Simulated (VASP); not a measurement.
A run of VASP 6.6.1:

Contents of INCAR:

```
SYSTEM = Ir
PREC = Accurate
ENCUT = 520
EDIFF = 1E-7
ISMEAR = 0
SIGMA = 0.1
LREAL = .FALSE.
LASPH = .TRUE.
NELM = 80
ALGO = Fast
ISIF = 2
LWAVE = .FALSE.
LCHARG = .FALSE.
GGA = PS
NBANDS = 16
```

Contents of KPOINTS:

```
Automatic mesh
0
G
  20 20 14
  0 0 0
```

File POSCAR:

```
Ir
1.0
    1.8959206462      1.8959206462      0.0000000000
   -1.8959206462      1.8959206462      0.0000000000
    0.0000000000      0.0000000000      3.8611263046
Ir
2
Direct
    0.0000000000      0.0000000000      0.0000000000
    0.5000000000      0.5000000000      0.5000000000
```

Potentials or basis: VASP PAW PBE potentials, release 64 (Ir).

The run is started by

```console
$ cat potpaw_PBE.64/Ir/POTCAR > POTCAR
$ mpirun -np 1 vasp_std > vasp.out
```

Hardware: 1 thread of Intel(R) Xeon(R) 6975P-C (Granite Rapids) (shared host).

Estimate the wall time of this run.

Wall time 95 s on 1 thread of Intel(R) Xeon(R) 6975P-C (Granite Rapids), on a shared host, peak memory 0.3 GiB. Counts: scf iterations 18, k points 528.
